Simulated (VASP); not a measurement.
## LiZn: vibrations by perturbation theory with LDA

LiZn:

```
CELL_PARAMETERS angstrom
0.00000 2.97088 2.97088
2.97088 0.00000 2.97088
2.97088 2.97088 0.00000
ATOMIC_POSITIONS crystal
Li 0.50000 0.50000 0.50000
Li 0.75000 0.75000 0.75000
Zn 0.00000 0.00000 0.00000
Zn 0.25000 0.25000 0.25000
```

| Property | Result |
| --- | --- |
| Program | VASP 6.6.1 |
| Task | vibrations by perturbation theory |
| Functional | LDA |
| Potentials or basis | VASP PAW LDA potentials, release 64 (Li_sv, Zn) |
| Cutoff | 520 eV |
| k mesh | 12 × 12 × 12 |
| Occupations | fermi-dirac, width 0.15 eV |
| Spin | no spin polarisation |
| Dipole correction | no |
| Further INCAR settings | ALGO = Fast; EDIFF = 1e-08; NBANDS = 23; IBRION = 8; NSW = 1 |

- Highest phonon frequency at Γ: 435 cm⁻¹

Phonon frequencies in cm⁻¹ (negative: imaginary):
```csv
q point,frequencies
"(0.000, 0.000, 0.000)",-2 -2 -2 157 157 157 299 299 299 435 435 435
```

Run time: 15 min on 1 thread of Intel(R) Xeon(R) Platinum 8488C (Sapphire Rapids) (shared host), peak memory 0.68 GiB.
